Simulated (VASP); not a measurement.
# Pt (I4/mmm) in VASP: further runs, part 2 of 2

VASP 6.6.1. Earlier steps stand in the parts before.

### Step 4. Single point, PBEsol (strain +0.015 along x and y, +0.000 along z)

File INCAR:

```
ALGO = Fast
EDIFF = 1E-6
ENCUT = 520
GGA = PS
ISIF = 2
ISMEAR = 0
LASPH = T
LCHARG = F
LREAL = F
LWAVE = F
NBANDS = 11
NELM = 80
PREC = Accurate
SIGMA = 0.15
```

File KPOINTS:

```
k-points
0
Gamma
  22 22 22
```

File POSCAR:

```
Pt
1.0
   -1.6079833000      1.6079833000      1.5842200000
    1.6079833000     -1.6079833000      1.5842200000
    1.6079833000      1.6079833000     -1.5842200000
Pt
1
Direct
    0.0000000000      0.0000000000      0.0000000000
```

Potentials or basis: VASP PAW PBE potentials, release 64 (Pt).

Command:

```sh
> cat potpaw_PBE.64/Pt/POTCAR > POTCAR
> mpirun -np 1 vasp_std > vasp.out
```

OUTCAR:

```text
EDIFF = 1E-6
   ENCUT = 520
   GGA = PS
   ISIF = 2
   ISMEAR = 0
   LASPH = T
   LREAL = F
   NELM = 80
   PREC = Accurate

 ion  position               nearest neighbor table
   1  0.000  0.000  0.000-

  LATTYP: Found a body centered tetragonal cell.
 ALAT       =     3.2159666000
 C/A-ratio  =     0.9852216749

  Lattice vectors:

 A1 = (  -1.6079833000,   1.6079833000,   1.5842200000)
 A2 = (   1.6079833000,  -1.6079833000,   1.5842200000)
 A3 = (   1.6079833000,   1.6079833000,  -1.5842200000)

Analysis of symmetry for initial positions (statically):
=====================================================================
 Subroutine PRICEL returns:
 Original cell was already a primitive cell.

 Routine SETGRP: Setting up the symmetry group for a
 body centered tetragonal supercell.

 Subroutine GETGRP returns: Found 16 space group operations
 (whereof 16 operations were pure point group operations)
 out of a pool of 16 trial point group operations.

The static configuration has the point symmetry D_4h.

Analysis of symmetry for dynamics (positions and initial velocities):
=====================================================================
 Subroutine PRICEL returns:
 Original cell was already a primitive cell.

 Routine SETGRP: Setting up the symmetry group for a
 body centered tetragonal supercell.

 Subroutine GETGRP returns: Found 16 space group operations
 (whereof 16 operations were pure point group operations)
 out of a pool of 16 trial point group operations.

The dynamic configuration has the point symmetry D_4h.

 Subroutine INISYM returns: Found 16 space group operations
 (whereof 16 operations are pure point group operations),
 and found     1 'primitive' translations

----------------------------------------------------------------------------------------

                                     Primitive cell

  volume of cell :      16.3847

[... 107 lines left out ...]
  volume/ion in A,a.u.               =      16.38       110.57
  Fermi-wavevector in a.u.,A,eV,Ry     =   1.388658  2.624183 26.237082  1.928371
  Thomas-Fermi vector in A             =   2.512763
   LORBIT       =      0    0 simple, 1 ext, 2 COOP (PROOUT), +10 PAW based schemes
   GGA     = PS    functional components
   LHFCALC =     F    Hartree Fock is set to
   AEXX    =    0.0000 exact exchange contribution
   IVDW    =     0    specifies the selected vdW correction
   LEPSILON=     F    determine dielectric tensor
   LRPA    =     F    only Hartree local field effects (RPA)
 non-spin polarized calculation
 RMM-DIIS sequential band-by-band and
 Gauss-broadening in eV      SIGMA  =   0.15
  energy-cutoff  :      520.00
  volume of cell :       16.38
 maximum number of plane-waves:       456
 NGX is ok and might be reduce to    24
   NGX = 11   NGY = 11   NGZ = 11

 number of electron      10.0000000 magnetization

 Free energy of the ion-electron system (eV)
  ---------------------------------------------------
  ext. energy  EPLUGINS =         0.00000000
  ---------------------------------------------------
  free energy    TOTEN  =        -6.78754256 eV

  energy without entropy =       -6.77378267  energy(sigma->0) =       -6.78066262

 E-fermi :   9.3705     XC(G=0): -13.1347

 val. band max:        9.3704733057   @ k =  -0.3636   0.4091   0.1364
 cond. band min:       9.3711149067   @ k =  -0.3636   0.4545   0.1364
 fundamental gap:      0.0006416011
 Fermi energy:         9.3705300518

 k-point     1 :       0.0000    0.0000    0.0000
  band No.  band energies     occupation
      1       0.1911      2.00000
      2       6.0111      2.00000
      3       6.1308      2.00000
      4       6.1308      2.00000
      5       8.3882      2.00000
      6       8.5446      2.00000
      7      26.3762      0.00000
      8      26.3762      0.00000
      9      26.6595      0.00000
     10      35.9561      0.00000
     11      36.0510      0.00000
[... 309 lines left out ...]
 k-point    24 :      -0.4545    0.0455    0.0000
  band No.  band energies     occupation
      1       3.2005      2.00000
      2       4.7729      2.00000
      3       8.1238      2.00000
      4       8.4792      2.00000
      5       9.0825      1.99339
      6      10.3759      0.00000
      7      16.5211      0.00000
      8      22.8038      0.00000
      9      25.0453      0.00000
     10      32.9958      0.00000
     11      33.3141      0.00000

 [... further k-points ...]
[... 5 lines left out ...]
  --------------------------------------------------------------------------------------
  -------------------------------------------------------------------------------------
  Total       -1.7074471     -1.7074471     -1.8490053      0.0000000      0.0000000      0.0000000
  in kB     -166.9626347   -166.9626347   -180.8049000      0.0000000      0.0000000      0.0000000
  external PRESSURE =    -171.5767231 kB  Pullay stress =       0.0000000 kB

 VOLUME and BASIS-vectors are now :
 -----------------------------------------------------------------------------
  energy-cutoff  :      520.00
  volume of cell :       16.38
      direct lattice vectors                 reciprocal lattice vectors
    -1.607983300  1.607983300  1.584220000     0.000000000  0.310948503  0.315612731
     1.607983300 -1.607983300  1.584220000     0.310948503  0.000000000  0.315612731
     1.607983300  1.607983300 -1.584220000     0.310948503  0.310948503  0.000000000

 POSITION                                       TOTAL-FORCE (eV/Angst)
 -----------------------------------------------------------------------------------
      0.00000      0.00000      0.00000         0.000000      0.000000      0.000000
 -----------------------------------------------------------------------------------
    total drift:                               -0.000000      0.000000      0.000000

  FREE ENERGIE OF THE ION-ELECTRON SYSTEM (eV)
  ---------------------------------------------------
  free  energy   TOTEN  =        -6.7875425607 eV

  energy  without entropy=       -6.7737826736  energy(sigma->0) =       -6.78066262
```

stdout:

```text
POSCAR found type information on POSCAR Pt
 POSCAR found :  1 types and       1 ions
 scaLAPACK will be used
 -----------------------------------------------------------------------------
|                                                                             |
|                                                                             |
|     You enforced a specific xc type in the INCAR file but a different       |
|     I HOPE YOU KNOW WHAT YOU ARE DOING!                                     |
|                                                                             |
 -----------------------------------------------------------------------------

 LDA part: xc-table for (Slater+PW92), standard interpolation
 POSCAR, INCAR and KPOINTS ok, starting setup
 FFT: planning ... GRIDC
 FFT: planning ... GRID_SOFT
 FFT: planning ... GRID
 WAVECAR not read
 entering main loop
```

Wall time 66 s (1 thread of Intel Xeon Platinum 8375C at 2.90GHz (Ice Lake), shared host); peak memory 0.27 GiB.

What came out:

```
Free energy            : -6.7875 eV
Pressure               : -17.2 GPa
Band gap on the k mesh : zero (band 5 reaches 10.33 eV, above the bottom of band 6 at 8.37 eV)
```

Caveat: the cell differs from its parent crystal (strain +0.015 along x and y, +0.000 along z); the PAW data sets were made with another functional, which shifts forces and pressure a little; spin-orbit coupling is left out, which moves the levels of the heavy elements.

### Step 5. Single point, PBEsol (strain +0.030 along x and y, -0.015 along z)

File INCAR:

```
PREC     = Accurate       # precision mode
ENCUT    = 520            # plane-wave cutoff, eV
EDIFF    = 1E-6           # SCF threshold, eV
ISMEAR   = 0              # smearing method
SIGMA    = 0.15           # smearing width, eV
LREAL    = False          # projectors in reciprocal space
LASPH    = True           # aspherical terms in the spheres
NELM     = 80             # most SCF steps
ALGO     = Fast           # electronic algorithm
ISIF     = 2              # what is computed and relaxed
LWAVE    = False          # write WAVECAR
LCHARG   = False          # write CHGCAR
GGA      = PS             # functional
NBANDS   = 11             # bands
```

File KPOINTS:

```
regular mesh
0
Gamma
  22 22 22
```

File POSCAR:

```
Pt
1.0
   -1.6317466000      1.6317466000      1.5604567000
    1.6317466000     -1.6317466000      1.5604567000
    1.6317466000      1.6317466000     -1.5604567000
Pt
1
Direct
    0.0000000000      0.0000000000      0.0000000000
```

Command:

```sh
> cat potpaw_PBE.64/Pt/POTCAR > POTCAR
> mpirun -np 1 vasp_std > vasp.out
```

Wall time 65 s (1 thread of Intel Xeon Platinum 8375C at 2.90GHz (Ice Lake), shared host); peak memory 0.27 GiB.

The run converged. Its results:

* Free energy: -6.7663 eV
* Pressure: -19.7 GPa
* Band gap on the k mesh: zero (band 5 reaches 10.09 eV, above the bottom of band 6 at 8.15 eV)

Stress tensor (GPa, compression positive):
```
-18.38   0.00   0.00
  0.00 -18.38   0.00
  0.00   0.00 -22.36
```

Levels at points of the mesh, in eV from the Fermi level:
| k point | band 2 | band 3 | band 4 | band 5 | band 6 | band 7 | band 8 | band 9 |
| --- | --- | --- | --- | --- | --- | --- | --- | --- |
| (0.00, 0.00, 0.00) | -3.44 | -3.09 | -3.09 | -1.15 | -0.68 | 16.81 | 16.81 | 17.68 |
| (0.50, 0.00, 0.00) | -4.65 | -1.01 | -0.45 | 0.47 | 0.96 | 5.98 | 13.04 | 15.04 |
| (0.50, 0.50, 0.00) | -4.27 | -1.39 | -0.72 | 0.19 | 0.90 | 5.61 | 13.59 | 16.10 |
| (0.50, 0.50, 0.50) | -5.59 | 0.44 | 0.44 | 0.56 | 7.07 | 7.07 | 8.40 | 11.92 |

Caveat: the cell differs from its parent crystal (strain +0.030 along x and y, -0.015 along z); the PAW data sets were made with another functional, which shifts forces and pressure a little; spin-orbit coupling is left out, which moves the levels of the heavy elements.

### Step 6. Single point, PBEsol (strain +0.030 along x and y, +0.000 along z)

File INCAR:

```
SYSTEM = Pt
PREC = Accurate
ENCUT = 520
EDIFF = 1E-7
ISMEAR = 0
SIGMA = 0.15
LREAL = .FALSE.
LASPH = .TRUE.
NELM = 100
ALGO = Fast
ISIF = 2
LWAVE = .FALSE.
LCHARG = .FALSE.
GGA = PS
NBANDS = 11
```

File KPOINTS:

```
regular mesh
0
G
  22 22 22
  0 0 0
```

File POSCAR:

```
Pt
1.0
   -1.6317466000      1.6317466000      1.5842200000
    1.6317466000     -1.6317466000      1.5842200000
    1.6317466000      1.6317466000     -1.5842200000
Pt
1
Direct
    0.0000000000      0.0000000000      0.0000000000
```

Potentials or basis: VASP PAW PBE potentials, release 64 (Pt).

Command:

```sh
> cat potpaw_PBE.64/Pt/POTCAR > POTCAR
> mpirun -np 1 vasp_std > vasp.out
```

Wall time 73 s (1 thread of Intel Xeon Platinum 8375C at 2.90GHz (Ice Lake), shared host); peak memory 0.27 GiB.

Results (log left out):

| Property | Result |
| --- | --- |
| Free energy | -6.7300 eV |
| Pressure | -22.0 GPa |
| Band gap on the k mesh | zero (band 5 reaches 9.81 eV, above the bottom of band 6 at 7.89 eV) |

Stress tensor (GPa, compression positive):
```
-21.15   0.00   0.00
  0.00 -21.15   0.00
  0.00   0.00 -23.68
```

Levels at points of the mesh, in eV from the Fermi level:
```csv
k point,band 1,band 2,band 3,band 4,band 5,band 6,band 7,band 8,band 9,band 10
"(0.00, 0.00, 0.00)",-8.89,-3.29,-3.06,-3.06,-1.02,-0.72,16.90,16.90,17.46,25.81
"(0.50, 0.00, 0.00)",-5.97,-4.50,-0.99,-0.51,0.48,0.94,5.82,13.09,15.03,23.43
"(0.50, 0.50, 0.00)",-6.01,-4.25,-1.25,-0.66,0.30,0.90,5.58,13.45,15.73,23.18
"(0.50, 0.50, 0.50)",-5.45,-5.45,0.44,0.44,0.52,7.19,7.19,8.06,11.76,17.80
```

Caveat: the cell differs from its parent crystal (strain +0.030 along x and y, +0.000 along z); the PAW data sets were made with another functional, which shifts forces and pressure a little; spin-orbit coupling is left out, which moves the levels of the heavy elements.

### Step 7. The runs side by side

```tsv
cell	further INCAR settings	gap on the mesh (eV)	pressure (GPa)
a = 2.758 Å, angles 108.7, 108.7, 111.1°, 1 atom	ALGO = Fast; EDIFF = 1e-07; NBANDS = 11	none	-14.3
a = 2.772 Å, angles 107.9, 107.9, 112.7°, 1 atom	ALGO = Fast; EDIFF = 1e-06; NBANDS = 11	none	-17.2
a = 2.771 Å, angles 109.1, 109.1, 110.3°, 1 atom	ALGO = Fast; EDIFF = 1e-06; NBANDS = 11	none	-17.2
a = 2.786 Å, angles 108.3, 108.3, 111.9°, 1 atom	ALGO = Fast; EDIFF = 1e-06; NBANDS = 11	none	-19.7
a = 2.799 Å, angles 108.7, 108.7, 111.1°, 1 atom	ALGO = Fast; EDIFF = 1e-07; NBANDS = 11	none	-22.0
```

Alike in all rows: task single point; level PBEsol; potentials or basis VASP PAW PBE potentials, release 64 (Pt); no spin polarisation; k mesh 22 × 22 × 22; cutoff (eV) 520; smearing gaussian 0.15 eV.

Caveats: the PAW data sets were made with another functional, which shifts forces and pressure a little; spin-orbit coupling is left out, which moves the levels of the heavy elements.

Absolute energies hang on the potentials; compare differences alone.
